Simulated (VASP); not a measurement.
Write the native input for VASP 6.6.1 that does the following.

```
Task                   : single point
Functional             : PBEsol
Potentials or basis    : VASP PAW PBE potentials, release 64 (Zr_sv, C)
Cutoff                 : 520 eV
k mesh                 : 16 × 16 × 16
Occupations            : gaussian, width 0.1 eV
Spin                   : no spin polarisation
Dipole correction      : no
Further INCAR settings : ALGO = Normal; EDIFF = 1e-06; NBANDS = 15
```

The structure of ZrC lies in POSCAR:

```
ZrC
1.0
    0.0000000000      2.3345629488      2.3345629488
    2.3345629488      0.0000000000      2.3345629488
    2.3345629488      2.3345629488      0.0000000000
Zr C
1 1
Direct
    0.5000000000      0.5000000000      0.5000000000
    0.0000000000      0.0000000000      0.0000000000
```

One way to write it, as run:

INCAR

```
PREC = Accurate
ENCUT = 520
EDIFF = 1E-6
ISMEAR = 0
SIGMA = 0.1
LREAL = F
LASPH = T
NELM = 100
ALGO = Normal
ISIF = 2
LWAVE = F
LCHARG = F
GGA = PS
NBANDS = 15
```

KPOINTS

```
Automatic mesh
0
Gamma
  16 16 16
```

Potentials or basis: VASP PAW PBE potentials, release 64 (Zr_sv, C).

The run is started by

```console
$ cat potpaw_PBE.64/Zr_sv/POTCAR potpaw_PBE.64/C/POTCAR > POTCAR
$ mpirun -np 1 vasp_std > vasp.out
```

Results of the run:

* Pressure: 0.3 GPa
* Band gap on the k mesh: zero (bands 8 and 9 overlap by 1.33 eV)

Caveat: the PAW data sets were made with another functional, which shifts forces and pressure a little.

Wall time 67 s on 1 thread of AMD EPYC 9R14 (Zen 4), with other jobs on the host, peak memory 0.16 GiB.
